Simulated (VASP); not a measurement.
# CuI (P4/nmm) in VASP: notebook

Runs on CuI. Level: PBEsol. Tasks: single point, relaxation of cell and atoms.

Everything below comes from runs of VASP 6.6.1. Logs are shortened: lines on timing, memory, paths and dates and some standing lists are left out, and cuts for length are marked.

## 1. The cell of the first run

The structure is tetragonal, space group P4/nmm (No. 129). Conventional cell: a = 4.004 Å, b = 4.004 Å, c = 6.485 Å, α = 90.00°, β = 90.00°, γ = 90.00°. Within 3.5 Å of I (site symmetry 4mm) lie 4 Cu at 2.62 Å. Cu (site symmetry -4m2) has 4 I at 2.62 Å and 4 Cu at 2.83 Å within 3.5 Å.

## 2. Single point, PBEsol

Contents of INCAR:

```
SYSTEM = CuI
PREC = Accurate ; ENCUT = 520
EDIFF = 1E-6 ; ISMEAR = -1
SIGMA = 0.05 ; LREAL = .FALSE.
LASPH = .TRUE. ; NELM = 100
ALGO = Normal ; ISIF = 2
LWAVE = .FALSE. ; LCHARG = .FALSE.
GGA = PS ; NBANDS = 26
```

Contents of KPOINTS:

```
Automatic mesh
0
G
  7 7 4
  0 0 0
```

Contents of POSCAR:

```
CuI
1.0
    4.0039022020      0.0000000000      0.0000000000
    0.0000000000      4.0039022020      0.0000000000
    0.0000000000      0.0000000000      6.4848047462
I Cu
2 2
Direct
    0.0000000000      0.5000000000      0.7387586878
    0.5000000000      0.0000000000      0.2612413122
    0.0000000000      0.0000000000      0.0000000000
    0.5000000000      0.5000000000      0.0000000000
```

Potentials or basis: VASP PAW PBE potentials, release 64 (I, Cu).

Launch:

```
$ cat potpaw_PBE.64/I/POTCAR potpaw_PBE.64/Cu/POTCAR > POTCAR
$ mpirun -np 1 vasp_std > vasp.out
```

OUTCAR:

```text
SYSTEM = CuI
   PREC = Accurate
   ENCUT = 520
   EDIFF = 1E-6
   ISMEAR = -1
   LREAL = .FALSE.
   LASPH = .TRUE.
   NELM = 100
   ISIF = 2
   GGA = PS

 ion  position               nearest neighbor table
   1  0.000  0.500  0.739-   3 2.62   4 2.62   3 2.62   4 2.62
   2  0.500  0.000  0.261-   3 2.62   4 2.62   4 2.62   3 2.62
   3  0.000  0.000  0.000-   1 2.62   2 2.62   1 2.62   2 2.62
   4  0.500  0.500  0.000-   1 2.62   2 2.62   2 2.62   1 2.62

  LATTYP: Found a simple tetragonal cell.
 ALAT       =     4.0039022020
 C/A-ratio  =     1.6196211643

  Lattice vectors:

 A1 = (   4.0039022020,   0.0000000000,   0.0000000000)
 A2 = (   0.0000000000,   4.0039022020,   0.0000000000)
 A3 = (   0.0000000000,   0.0000000000,   6.4848047462)

Analysis of symmetry for initial positions (statically):
=====================================================================
 Subroutine PRICEL returns:
 Original cell was already a primitive cell.

 Routine SETGRP: Setting up the symmetry group for a
 simple tetragonal supercell.

 Subroutine GETGRP returns: Found 16 space group operations
 (whereof  8 operations were pure point group operations)
 out of a pool of 16 trial point group operations.

The static configuration has the point symmetry D_2d.
 The point group associated with its full space group is D_4h.

Analysis of symmetry for dynamics (positions and initial velocities):
=====================================================================
 Subroutine PRICEL returns:
 Original cell was already a primitive cell.

 Routine SETGRP: Setting up the symmetry group for a
 simple tetragonal supercell.

 Subroutine GETGRP returns: Found 16 space group operations
 (whereof  8 operations were pure point group operations)
 out of a pool of 16 trial point group operations.

The dynamic configuration has the point symmetry D_2d.
 The point group associated with its full space group is D_4h.

 Subroutine INISYM returns: Found 16 space group operations
 (whereof  8 operations are pure point group operations),
 and found     1 'primitive' translations

----------------------------------------------------------------------------------------

                                     Primitive cell

  volume of cell :     103.9594

  direct lattice vectors                    reciprocal lattice vectors
     4.003902202  0.000000000  0.000000000     0.249756350  0.000000000  0.000000000
     0.000000000  4.003902202  0.000000000     0.000000000  0.249756350  0.000000000
     0.000000000  0.000000000  6.484804746     0.000000000  0.000000000  0.154206648

  length of vectors
     4.003902202  4.003902202  6.484804746     0.249756350  0.249756350  0.154206648

  position of ions in fractional coordinates (direct lattice)
     0.000000000  0.500000000  0.738758688
     0.500000000  0.000000000  0.261241312
     0.000000000  0.000000000  0.000000000
     0.500000000  0.500000000  0.000000000

  ion indices of the primitive-cell ions
   primitive index   ion index
                 1           1
                 2           2
                 3           3
                 4           4

----------------------------------------------------------------------------------------

 KPOINTS: Automatic mesh

Automatic generation of k-mesh.
 Grid dimensions read from file:
 generate k-points for:    7    7    4

 Generating k-lattice:

  Cartesian coordinates                     Fractional coordinates (reciprocal lattice)
     0.035679479  0.000000000  0.000000000     0.142857143  0.000000000  0.000000000
     0.000000000  0.035679479  0.000000000     0.000000000  0.142857143  0.000000000
     0.000000000  0.000000000  0.038551662     0.000000000  0.000000000  0.250000000

  Length of vectors
     0.035679479  0.035679479  0.038551662

  Shift w.r.t. Gamma in fractional coordinates (k-lattice)
     0.000000000  0.000000000  0.000000000

 Subroutine IBZKPT returns following result:
 ===========================================

 Found     30 irreducible k-points:

 Following reciprocal coordinates:
            Coordinates               Weight
  0.000000  0.000000  0.000000      1.000000
  0.142857  0.000000  0.000000      4.000000
  0.285714  0.000000  0.000000      4.000000
  0.428571  0.000000  0.000000      4.000000
  0.142857  0.142857  0.000000      4.000000
  0.285714  0.142857  0.000000      8.000000
[... 16 lines left out ...]
  0.285714  0.000000  0.500000      4.000000
  0.428571  0.000000  0.500000      4.000000
 [... further k-points ...]
   k-points           NKPTS =     30   k-points in BZ     NKDIM =     30   number of bands    NBANDS=     26
   number of dos      NEDOS =    301   number of ions     NIONS =      4
   total plane-waves  NPLWV =  43200
   dimension x,y,z NGX =    30 NGY =   30 NGZ =   48
   dimension x,y,z NGXF=    60 NGYF=   60 NGZF=   96
   ions per type =               2   2
   NGX,Y,Z   is equivalent  to a cutoff of  12.46, 12.46, 12.31 a.u.
   NGXF,Y,Z  is equivalent  to a cutoff of  24.91, 24.91, 24.61 a.u.
 SYSTEM =  CuI
   PREC   = accura    normal or accurate (medium, high low for compatibility)
   ISTART =      0    job   : 0-new  1-cont  2-samecut
   ICHARG =      2    charge: 1-file 2-atom 10-const
   ISPIN  =      1    spin polarized calculation?
   LNONCOLLINEAR =      F non collinear calculations
   LSORBIT =      F    spin-orbit coupling
   LASPH  =      T    aspherical Exc in radial PAW
   ENCUT  =  520.0 eV  38.22 Ry    6.18 a.u.   7.44  7.44 12.06*2*pi/ulx,y,z
   NELM   =    100;   NELMIN=  2; NELMDL= -5     # of ELM steps
   EDIFF  = 0.1E-05   stopping-criterion for ELM
   LREAL  =      F    real-space projection
   EDIFFG = 0.1E-04   stopping-criterion for IOM
   NSW    =      0    number of steps for IOM
   IBRION =     -1    ionic relax: 0-MD 1-quasi-New 2-CG
   NFREE  =      0    steps in history (QN), initial steepest desc. (CG)
   ISIF   =      2    stress and relaxation
   ISYM   =      2    0-nonsym 1-usesym 2-fastsym
   POTIM  = 0.5000    time-step for ionic-motion
   TEBEG  =    0.0;   TEEND  =   0.0 temperature during run
   PSTRESS=    0.0 pullay stress
   NELECT =      36.0000    total number of electrons
   NUPDOWN=      -1.0000    fix difference up-down
   EMIN   =  10.00;   EMAX   =-10.00  energy-range for DOS
   EFERMI =   0.00;   METHOD = LEGACY
   ISMEAR =    -1;   SIGMA  =   0.05  broadening in eV -4-tet -1-fermi 0-gaus
   EFERMI_NEDOS =   21; number of points for ismear=-14 and -15
   IALGO  =     38    algorithm
   IMIX   =      4    mixing-type and parameters
     AMIX     =   0.40;   BMIX     =  1.00
     AMIX_MAG =   1.60;   BMIX_MAG =  1.00
  volume/ion in A,a.u.               =      25.99       175.39
  Fermi-wavevector in a.u.,A,eV,Ry     =   1.149620  2.172467 17.981822  1.321627
  Thomas-Fermi vector in A             =   2.286289
   LORBIT       =      0    0 simple, 1 ext, 2 COOP (PROOUT), +10 PAW based schemes
   GGA     = PS    functional components
   LHFCALC =     F    Hartree Fock is set to
   AEXX    =    0.0000 exact exchange contribution
   IVDW    =     0    specifies the selected vdW correction
   LEPSILON=     F    determine dielectric tensor
   LRPA    =     F    only Hartree local field effects (RPA)
 non-spin polarized calculation
  energy-cutoff  :      520.00
  volume of cell :      103.96
 maximum number of plane-waves:      2840
 NGX is ok and might be reduce to    30
   NGX = 15   NGY = 15   NGZ = 25

 number of electron      36.0000021 magnetization

 Free energy of the ion-electron system (eV)
  ---------------------------------------------------
  ext. energy  EPLUGINS =         0.00000000
  ---------------------------------------------------
  free energy    TOTEN  =       -12.64609712 eV

  energy without entropy =      -12.64609711  energy(sigma->0) =      -12.64609712

 E-fermi :   5.6721     XC(G=0):  -9.4317

 val. band max:        4.8661579238   @ k =   0.0000   0.0000   0.0000
 cond. band min:       6.3988304535   @ k =   0.0000   0.0000   0.0000
 fundamental gap:      1.5326725296
 Fermi energy:         5.6721302113

 k-point     1 :       0.0000    0.0000    0.0000
  band No.  band energies     occupation
      1      -9.3035      2.00000
      2      -8.5353      2.00000
      3      -1.2741      2.00000
      4       0.8743      2.00000
      5       1.1152      2.00000
      6       1.1152      2.00000
[... 18 lines left out ...]
     25      13.1657      0.00000
     26      13.4969      0.00000

 k-point     2 :       0.1429    0.0000    0.0000
  band No.  band energies     occupation
      1      -9.2178      2.00000
      2      -8.5117      2.00000
      3      -1.1310      2.00000
      4       0.8322      2.00000
      5       0.8609      2.00000
      6       1.1151      2.00000
[... 18 lines left out ...]
     25      13.1737      0.00000
     26      13.5231      0.00000

 k-point     3 :       0.2857    0.0000    0.0000
  band No.  band energies     occupation
      1      -8.9927      2.00000
      2      -8.4798      2.00000
      3      -0.7519      2.00000
      4       0.1147      2.00000
      5       0.2933      2.00000
      6       0.9261      2.00000
[... 18 lines left out ...]
     25      11.9745      0.00000
     26      12.6686      0.00000

 k-point     4 :       0.4286    0.0000    0.0000
  band No.  band energies     occupation
      1      -8.7225      2.00000
      2      -8.5314      2.00000
      3      -0.5234      2.00000
      4      -0.4530      2.00000
      5       0.1582      2.00000
      6       0.6422      2.00000
[... 18 lines left out ...]
     25      11.5423      0.00000
     26      11.7884      0.00000
[... 496 lines left out ...]
      1      -9.0120      2.00000
      2      -8.7641      2.00000
      3      -0.5306      2.00000
      4       0.0494      2.00000
      5       0.8644      2.00000
      6       1.0410      2.00000
[... 18 lines left out ...]
     25      10.7118      0.00000
     26      13.1848      0.00000

 k-point    23 :       0.2857    0.0000    0.5000
  band No.  band energies     occupation
      1      -8.8345      2.00000
      2      -8.6568      2.00000
      3      -0.7267      2.00000
      4      -0.3379      2.00000
      5       0.7688      2.00000
      6       1.0066      2.00000
[... 18 lines left out ...]
     25      11.9065      0.00000
     26      12.0450      0.00000

 k-point    24 :       0.4286    0.0000    0.5000
  band No.  band energies     occupation
      1      -8.6553      2.00000
      2      -8.5898      2.00000
      3      -0.9882      2.00000
      4      -0.8714      2.00000
      5       0.9173      2.00000
      6       0.9987      2.00000
[... 18 lines left out ...]
     25      12.4721      0.00000
     26      13.1534      0.00000

 [... further k-points ...]

------------------------ aborting loop because EDIFF is reached ----------------------------------------

  FORCE on cell =-STRESS in cart. coord.  units (eV):
  Direction    XX          YY          ZZ          XY          YZ          ZX
  --------------------------------------------------------------------------------------
  -------------------------------------------------------------------------------------
  Total        0.1034184      0.1034184      0.0657808      0.0000000      0.0000000      0.0000000
  in kB        1.5938396      1.5938396      1.0137847      0.0000000      0.0000000      0.0000000
  external PRESSURE =       1.4004880 kB  Pullay stress =       0.0000000 kB

 VOLUME and BASIS-vectors are now :
 -----------------------------------------------------------------------------
  energy-cutoff  :      520.00
  volume of cell :      103.96
      direct lattice vectors                 reciprocal lattice vectors
     4.003902202  0.000000000  0.000000000     0.249756350  0.000000000  0.000000000
     0.000000000  4.003902202  0.000000000     0.000000000  0.249756350  0.000000000
     0.000000000  0.000000000  6.484804746     0.000000000  0.000000000  0.154206648

 POSITION                                       TOTAL-FORCE (eV/Angst)
 -----------------------------------------------------------------------------------
      0.00000      2.00195      4.79071         0.000000      0.000000     -0.018798
      2.00195      0.00000      1.69410         0.000000     -0.000000      0.018798
      0.00000      0.00000      0.00000         0.000000     -0.000000      0.000000
      2.00195      2.00195      0.00000         0.000000      0.000000      0.000000
 -----------------------------------------------------------------------------------
    total drift:                                0.000000      0.000000     -0.000000

  FREE ENERGIE OF THE ION-ELECTRON SYSTEM (eV)
  ---------------------------------------------------
  free  energy   TOTEN  =       -12.6460971212 eV

  energy  without entropy=      -12.6460971129  energy(sigma->0) =      -12.64609712
```

Wall time 65 s (1 thread of Oxide Virtual Turin-like, shared host); peak memory 0.19 GiB.

Results:

```
Free energy            : -12.6461 eV
Pressure               : 0.1 GPa
Largest force          : 0.019 eV/Å
Band gap on the k mesh : 1.53 eV
```

Forces in eV/Å, atoms in the order of the input:
```
I    0.000  0.000 -0.019
I    0.000  0.000  0.019
Cu   0.000  0.000  0.000
Cu   0.000  0.000  0.000
```

Caveat: the PAW data sets were made with another functional, which shifts forces and pressure a little; spin-orbit coupling is left out, which moves the levels of the heavy elements; this functional lacks dispersion, which binds layers or chains, so the pressure and a relaxed spacing across them are unreliable.

[end of part 1 of 2]
